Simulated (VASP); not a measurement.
A run of VASP 6.6.1 is set up as follows.

Contents of INCAR:

```
SYSTEM = Sn
ALGO = Normal
EDIFF = 1E-8
ENCUT = 520
GGA = PS
ISIF = 2
ISMEAR = -1
LASPH = .TRUE.
LCHARG = .FALSE.
LEFG = .TRUE.
LREAL = .FALSE.
LWAVE = .FALSE.
NBANDS = 21
NELM = 80
PREC = Accurate
SIGMA = 0.05
```

File KPOINTS:

```
k-points
0
G
  11 11 11
  0 0 0
```

POSCAR

```
Sn
1.0
    0.0000000000      3.2456000000      3.2456000000
    3.2456000000      0.0000000000      3.2456000000
    3.2456000000      3.2456000000      0.0000000000
Sn
2
Direct
    0.5000000000      0.5000000000      0.5000000000
    0.7500000000      0.7500000000      0.7500000000
```

Potentials or basis: VASP PAW PBE potentials, release 64 (Sn_d).

Launch:

```console
$ cat potpaw_PBE.64/Sn_d/POTCAR > POTCAR
$ mpirun -np 1 vasp_std > vasp.out
```

What does it give for the pressure?

0.9 GPa.

What does it give for the band gap on the k mesh?

Zero (band 14 reaches 5.57 eV, above the bottom of band 15 at 5.43 eV).

Caveat: without QUAD_EFG the Cq values of the log hold for a quadrupole moment of 1 mb, not for the nuclei; the PAW data sets were made with another functional, which shifts forces and pressure a little; spin-orbit coupling is left out, which moves the levels of the heavy elements.
